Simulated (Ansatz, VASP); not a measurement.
## One calculation of Pb, two programs

Contents of INCAR:

```
SYSTEM = Pb
PREC = Accurate
ENCUT = 520
EDIFF = 1E-6
ISMEAR = -1
SIGMA = 0.05
LREAL = .FALSE.
LASPH = .TRUE.
NELM = 60
ALGO = Fast
ISIF = 2
LWAVE = .FALSE.
LCHARG = .FALSE.
GGA = RP
NBANDS = 13
```

Contents of KPOINTS:

```
Automatic mesh
0
G
  9 9 9
  0 0 0
```

The input POSCAR:

```
Pb
1.0
    0.0000000000      2.5075897876      2.5075897876
    2.5075897876      0.0000000000      2.5075897876
    2.5075897876      2.5075897876      0.0000000000
Pb
1
Direct
    0.0000000000      0.0000000000      0.0000000000
```

The input input.yaml:

```yaml
crystal:
  lattice:
    - [0.0, 2.5075897876, 2.5075897876]
    - [2.5075897876, 0.0, 2.5075897876]
    - [2.5075897876, 2.5075897876, 0.0]
  atoms:
    - { symbol: Pb, position: [0.0, 0.0, 0.0] }
hamiltonian:
  xc: rpbe
  pseudopotentials: { kind: paw }
kpoints:
  mp_grid: { grid: [9, 9, 9] }
scf:
  occupations: { method: fermi_dirac, width: 0.05 }
output:
  forces: true
  stress: true
  eigenvalues: true
  write_density: true
  write_potential: true
  elf: true
  volumetric_format: npy
```

Alike in both runs: task single point; functional RPBE; k mesh 9 × 9 × 9; occupations fermi-dirac, width 0.05 eV; no spin polarisation.

```csv
,VASP,Ansatz
version,VASP 6.6.1,Ansatz 0.2.0
potentials or method,"VASP PAW PBE potentials, release 64 (Pb_d)",Ansatz PAW
plane-wave cutoff (eV),520,420
valence electrons in the cell,14,14
```

|  | VASP | Ansatz | Ansatz less VASP |
| --- | --- | --- | --- |
| gap on the k mesh at the Fermi level (eV) | none | none | - |
| pressure (GPa) | 1.9 | 2.0 | +0.04 |

VASP's potentials were made for PBE, not for RPBE. A gap of «none» marks a metal or a gap that the smearing closes. With one functional, cell and mesh, what is left measures potentials, basis and numerics.

Spin-orbit coupling is off throughout.
